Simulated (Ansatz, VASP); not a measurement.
# Cu: VASP beside Ansatz

```
Cu
1.0
     0.00000    1.81351    1.81351
     1.81351    0.00000    1.81351
     1.81351    1.81351    0.00000
Cu
1
Direct
  0.00000 0.00000 0.00000
```

Change from the starting cell: volume scaled by 1.01.

Alike in both runs: task single point; functional PBEsol; k mesh 19 × 19 × 19; occupations fermi-dirac, width 0.08 eV; no spin polarisation.

|  | VASP | Ansatz |
| --- | --- | --- |
| version | VASP 6.6.1 | Ansatz 0.2.0 |
| potentials or method | VASP PAW PBE potentials, release 64 (Cu), cutoff 520 eV | all-electron LAPW, scalar-relativistic |

Ansatz gave:

```
pressure (GPa) : -7.8
```

Estimate VASP's values.

pressure (GPa): -7.2.

VASP's potentials were made for PBE, not for PBEsol. Ansatz ran all-electron here, and VASP with PAW potentials.
